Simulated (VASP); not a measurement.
# W2O3 (Pn-3m) in VASP: single point with PBE

Aim: the single point of W2O3 with PBE.

All numbers are computed with VASP 6.6.1; they aren't measurements. Logs are shortened: lines on timing, memory, paths and dates and some standing lists are left out, and cuts for length are marked.

### Step 1. The cell of the first run

The structure is cubic, space group Pn-3m (No. 224). The conventional cell has a = 4.754 Å, b = 4.754 Å, c = 4.754 Å, α = 90.00°, β = 90.00°, γ = 90.00°. W (site symmetry -3m) has 6 O at 2.06 Å within 2.7 Å. O (site symmetry -42m) has 4 W at 2.06 Å and 4 O at 2.38 Å within 2.7 Å.

### Step 2. Single point, PBE

Input file INCAR:

```
  PREC = Accurate
  ENCUT = 520
  EDIFF = 1E-6
  ISMEAR = -1
  SIGMA = 0.06122561905347299
  LREAL = False
  LASPH = True
  NELM = 60
  ALGO = Normal
  ISIF = 2
  LWAVE = False
  LCHARG = True
  GGA = PE
  LELF = True
  LVHAR = True
  NBANDS = 57
```

Input file KPOINTS:

```
regular mesh
0
Gamma
  12 12 12
```

Input file POSCAR:

```
W2O3
1.0
    4.7535591604      0.0000000000      0.0000000000
    0.0000000000      4.7535591604      0.0000000000
    0.0000000000      0.0000000000      4.7535591604
W O
4 6
Direct
    0.2500000000      0.2500000000      0.2500000000
    0.7500000000      0.7500000000      0.2500000000
    0.7500000000      0.2500000000      0.7500000000
    0.2500000000      0.7500000000      0.7500000000
    0.5000000000      0.0000000000      0.0000000000
    0.0000000000      0.5000000000      0.0000000000
    0.0000000000      0.0000000000      0.5000000000
    0.5000000000      0.5000000000      0.0000000000
    0.5000000000      0.0000000000      0.5000000000
    0.0000000000      0.5000000000      0.5000000000
```

Potentials or basis: VASP PAW PBE potentials, release 64 (W_sv, O).

On the command line:

```bash
cat potpaw_PBE.64/W_sv/POTCAR potpaw_PBE.64/O/POTCAR > POTCAR
mpirun -np 1 vasp_std > vasp.out
```

OUTCAR:

```text
PREC = Accurate
   ENCUT = 520
   EDIFF = 1E-6
   ISMEAR = -1
   LREAL = False
   LASPH = True
   NELM = 60
   ISIF = 2
   GGA = PE

 ion  position               nearest neighbor table
   1  0.250  0.250  0.250-   5 2.06   6 2.06   7 2.06   8 2.06   9 2.06  10 2.06   2 3.36   3 3.36
                             4 3.36   3 3.36   4 3.36   2 3.36   4 3.36   4 3.36   2 3.36   3 3.36
   2  0.750  0.750  0.250-   5 2.06   6 2.06   7 2.06   8 2.06   9 2.06  10 2.06   1 3.36   3 3.36
                             4 3.36   3 3.36   4 3.36   1 3.36   3 3.36   3 3.36   1 3.36   4 3.36
   3  0.750  0.250  0.750-   5 2.06   6 2.06   7 2.06   8 2.06   9 2.06  10 2.06   1 3.36   2 3.36
                             4 3.36   1 3.36   2 3.36   2 3.36   4 3.36   2 3.36   1 3.36   4 3.36
   4  0.250  0.750  0.750-   5 2.06   6 2.06   7 2.06   8 2.06   9 2.06  10 2.06   1 3.36   2 3.36
                             3 3.36   1 3.36   2 3.36   1 3.36   3 3.36   1 3.36   2 3.36   3 3.36
   5  0.500  0.000  0.000-   1 2.06   2 2.06   3 2.06   4 2.06
   6  0.000  0.500  0.000-   1 2.06   2 2.06   3 2.06   4 2.06
   7  0.000  0.000  0.500-   1 2.06   2 2.06   3 2.06   4 2.06
   8  0.500  0.500  0.000-   1 2.06   2 2.06   3 2.06   4 2.06
   9  0.500  0.000  0.500-   1 2.06   2 2.06   3 2.06   4 2.06
  10  0.000  0.500  0.500-   1 2.06   2 2.06   3 2.06   4 2.06

  LATTYP: Found a simple cubic cell.
 ALAT       =     4.7535591604

  Lattice vectors:

 A1 = (   4.7535591604,   0.0000000000,   0.0000000000)
 A2 = (   0.0000000000,   4.7535591604,   0.0000000000)
 A3 = (   0.0000000000,   0.0000000000,   4.7535591604)

Analysis of symmetry for initial positions (statically):
=====================================================================
 Subroutine PRICEL returns:
 Original cell was already a primitive cell.

 Routine SETGRP: Setting up the symmetry group for a
 simple cubic supercell.

 Subroutine GETGRP returns: Found 48 space group operations
 (whereof 24 operations were pure point group operations)
 out of a pool of 48 trial point group operations.

The static configuration has the point symmetry T_d .
 The point group associated with its full space group is O_h .

Analysis of symmetry for dynamics (positions and initial velocities):
=====================================================================
 Subroutine PRICEL returns:
 Original cell was already a primitive cell.

 Routine SETGRP: Setting up the symmetry group for a
 simple cubic supercell.

 Subroutine GETGRP returns: Found 48 space group operations
 (whereof 24 operations were pure point group operations)
 out of a pool of 48 trial point group operations.

The dynamic configuration has the point symmetry T_d .
 The point group associated with its full space group is O_h .

 Subroutine INISYM returns: Found 48 space group operations
 (whereof 24 operations are pure point group operations),
 and found     1 'primitive' translations

----------------------------------------------------------------------------------------

                                     Primitive cell

  volume of cell :     107.4130

  direct lattice vectors                    reciprocal lattice vectors
     4.753559160  0.000000000  0.000000000     0.210368687  0.000000000  0.000000000
     0.000000000  4.753559160  0.000000000     0.000000000  0.210368687  0.000000000
     0.000000000  0.000000000  4.753559160     0.000000000  0.000000000  0.210368687

  length of vectors
     4.753559160  4.753559160  4.753559160     0.210368687  0.210368687  0.210368687

  position of ions in fractional coordinates (direct lattice)
     0.250000000  0.250000000  0.250000000
     0.750000000  0.750000000  0.250000000
     0.750000000  0.250000000  0.750000000
     0.250000000  0.750000000  0.750000000
     0.500000000  0.000000000  0.000000000
     0.000000000  0.500000000  0.000000000
     0.000000000  0.000000000  0.500000000
     0.500000000  0.500000000  0.000000000
     0.500000000  0.000000000  0.500000000
     0.000000000  0.500000000  0.500000000

  ion indices of the primitive-cell ions
   primitive index   ion index
                 1           1
                 2           2
                 3           3
                 4           4
                 5           5
                 6           6
                 7           7
                 8           8
                 9           9
                10          10

----------------------------------------------------------------------------------------

 KPOINTS: regular mesh

Automatic generation of k-mesh.
 Grid dimensions read from file:
 generate k-points for:   12   12   12

 Generating k-lattice:

  Cartesian coordinates                     Fractional coordinates (reciprocal lattice)
     0.017530724  0.000000000  0.000000000     0.083333333  0.000000000  0.000000000
     0.000000000  0.017530724  0.000000000     0.000000000  0.083333333  0.000000000
     0.000000000  0.000000000  0.017530724     0.000000000  0.000000000  0.083333333

  Length of vectors
     0.017530724  0.017530724  0.017530724

  Shift w.r.t. Gamma in fractional coordinates (k-lattice)
     0.000000000  0.000000000  0.000000000

 Subroutine IBZKPT returns following result:
 ===========================================

 Found     84 irreducible k-points:

 Following reciprocal coordinates:
            Coordinates               Weight
  0.000000  0.000000  0.000000      1.000000
  0.083333  0.000000  0.000000      6.000000
  0.166667  0.000000  0.000000      6.000000
  0.250000  0.000000  0.000000      6.000000
  0.333333  0.000000  0.000000      6.000000
  0.416667  0.000000  0.000000      6.000000
[... 16 lines left out ...]
  0.333333  0.333333  0.000000     12.000000
  0.416667  0.333333  0.000000     24.000000
 [... further k-points ...]
   k-points           NKPTS =     84   k-points in BZ     NKDIM =     84   number of bands    NBANDS=     57
   number of dos      NEDOS =    301   number of ions     NIONS =     10
   total plane-waves  NPLWV =  46656
   dimension x,y,z NGX =    36 NGY =   36 NGZ =   36
   dimension x,y,z NGXF=    72 NGYF=   72 NGZF=   72
   ions per type =               4   6
   NGX,Y,Z   is equivalent  to a cutoff of  12.59, 12.59, 12.59 a.u.
   NGXF,Y,Z  is equivalent  to a cutoff of  25.18, 25.18, 25.18 a.u.
 SYSTEM =  unknown system
   PREC   = accura    normal or accurate (medium, high low for compatibility)
   ISTART =      0    job   : 0-new  1-cont  2-samecut
   ICHARG =      2    charge: 1-file 2-atom 10-const
   ISPIN  =      1    spin polarized calculation?
   LNONCOLLINEAR =      F non collinear calculations
   LSORBIT =      F    spin-orbit coupling
   LASPH  =      T    aspherical Exc in radial PAW
   ENCUT  =  520.0 eV  38.22 Ry    6.18 a.u.   8.84  8.84  8.84*2*pi/ulx,y,z
   NELM   =     60;   NELMIN=  2; NELMDL= -5     # of ELM steps
   EDIFF  = 0.1E-05   stopping-criterion for ELM
   LREAL  =      F    real-space projection
   EDIFFG = 0.1E-04   stopping-criterion for IOM
   NSW    =      0    number of steps for IOM
   IBRION =     -1    ionic relax: 0-MD 1-quasi-New 2-CG
   NFREE  =      0    steps in history (QN), initial steepest desc. (CG)
   ISIF   =      2    stress and relaxation
   ISYM   =      2    0-nonsym 1-usesym 2-fastsym
   POTIM  = 0.5000    time-step for ionic-motion
   TEBEG  =    0.0;   TEEND  =   0.0 temperature during run
   PSTRESS=    0.0 pullay stress
   NELECT =      92.0000    total number of electrons
   NUPDOWN=      -1.0000    fix difference up-down
   EMIN   =  10.00;   EMAX   =-10.00  energy-range for DOS
   EFERMI =   0.00;   METHOD = LEGACY
   ISMEAR =    -1;   SIGMA  =   0.06  broadening in eV -4-tet -1-fermi 0-gaus
   EFERMI_NEDOS =   21; number of points for ismear=-14 and -15
   IALGO  =     38    algorithm
   IMIX   =      4    mixing-type and parameters
     AMIX     =   0.40;   BMIX     =  1.00
     AMIX_MAG =   1.60;   BMIX_MAG =  1.00
  volume/ion in A,a.u.               =      10.74        72.49
  Fermi-wavevector in a.u.,A,eV,Ry     =   1.554719  2.937993 32.887333  2.417151
  Thomas-Fermi vector in A             =   2.658764
   LORBIT       =      0    0 simple, 1 ext, 2 COOP (PROOUT), +10 PAW based schemes
   GGA     = PE    functional components
   LHFCALC =     F    Hartree Fock is set to
   AEXX    =    0.0000 exact exchange contribution
   IVDW    =     0    specifies the selected vdW correction
   LEPSILON=     F    determine dielectric tensor
   LRPA    =     F    only Hartree local field effects (RPA)
 non-spin polarized calculation
  energy-cutoff  :      520.00
  volume of cell :      107.41
 maximum number of plane-waves:      2945
 NGX is ok and might be reduce to    36
   NGX = 17   NGY = 17   NGZ = 17

 number of electron      91.9999965 magnetization

 Free energy of the ion-electron system (eV)
  ---------------------------------------------------
  ext. energy  EPLUGINS =         0.00000000
  ---------------------------------------------------
  free energy    TOTEN  =       -90.15957028 eV

  energy without entropy =      -89.97957196  energy(sigma->0) =      -90.06957112

 E-fermi :   9.7924     XC(G=0): -12.7737

 val. band max:        9.7912896873   @ k =   0.4167   0.4167   0.2500
 cond. band min:       9.7963785152   @ k =   0.3333   0.3333   0.2500
 fundamental gap:      0.0050888279
 Fermi energy:         9.7924304571

 k-point     1 :       0.0000    0.0000    0.0000
  band No.  band energies     occupation
      1     -65.5241      2.00000
      2     -65.5067      2.00000
      3     -65.5067      2.00000
      4     -65.5067      2.00000
      5     -30.1488      2.00000
      6     -30.1488      2.00000
[... 1429 lines left out ...]
     56      13.8649      0.00000
     57      13.9933      0.00000

 [... further k-points ...]

------------------------ aborting loop because EDIFF is reached ----------------------------------------

  FORCE on cell =-STRESS in cart. coord.  units (eV):
  Direction    XX          YY          ZZ          XY          YZ          ZX
  --------------------------------------------------------------------------------------
  -------------------------------------------------------------------------------------
  Total       13.9423455     13.9423455     13.9423455     -0.0000000     -0.0000000     -0.0000000
  in kB      207.9647421    207.9647421    207.9647421     -0.0000000     -0.0000000     -0.0000000
  external PRESSURE =     207.9647421 kB  Pullay stress =       0.0000000 kB

 VOLUME and BASIS-vectors are now :
 -----------------------------------------------------------------------------
  energy-cutoff  :      520.00
  volume of cell :      107.41
      direct lattice vectors                 reciprocal lattice vectors
     4.753559160  0.000000000  0.000000000     0.210368687  0.000000000  0.000000000
     0.000000000  4.753559160  0.000000000     0.000000000  0.210368687  0.000000000
     0.000000000  0.000000000  4.753559160     0.000000000  0.000000000  0.210368687

 POSITION                                       TOTAL-FORCE (eV/Angst)
 -----------------------------------------------------------------------------------
      1.18839      1.18839      1.18839        -0.000000      0.000000      0.000000
      3.56517      3.56517      1.18839         0.000000      0.000000     -0.000000
      3.56517      1.18839      3.56517        -0.000000     -0.000000      0.000000
      1.18839      3.56517      3.56517        -0.000000      0.000000      0.000000
      2.37678      0.00000      0.00000         0.000000     -0.000000     -0.000000
      0.00000      2.37678      0.00000         0.000000     -0.000000      0.000000
      0.00000      0.00000      2.37678         0.000000      0.000000     -0.000000
      2.37678      2.37678      0.00000        -0.000000     -0.000000      0.000000
      2.37678      0.00000      2.37678         0.000000     -0.000000      0.000000
      0.00000      2.37678      2.37678         0.000000     -0.000000     -0.000000
 -----------------------------------------------------------------------------------
    total drift:                               -0.000000      0.000000     -0.000000

  FREE ENERGIE OF THE ION-ELECTRON SYSTEM (eV)
  ---------------------------------------------------
  free  energy   TOTEN  =       -90.1595702784 eV

  energy  without entropy=      -89.9795719624  energy(sigma->0) =      -90.06957112
```

Run time: 13 min. Hardware: 1 thread of Intel Xeon 8259CL, shared host; peak memory 0.46 GiB.

Results:

```
Free energy            : -90.1596 eV
Pressure               : 20.8 GPa
Band gap on the k mesh : zero (bands 46 and 47 overlap by 0.33 eV)
```

Caveat: the cell stands under pressure; spin-orbit coupling is left out, which moves the levels of the heavy elements.
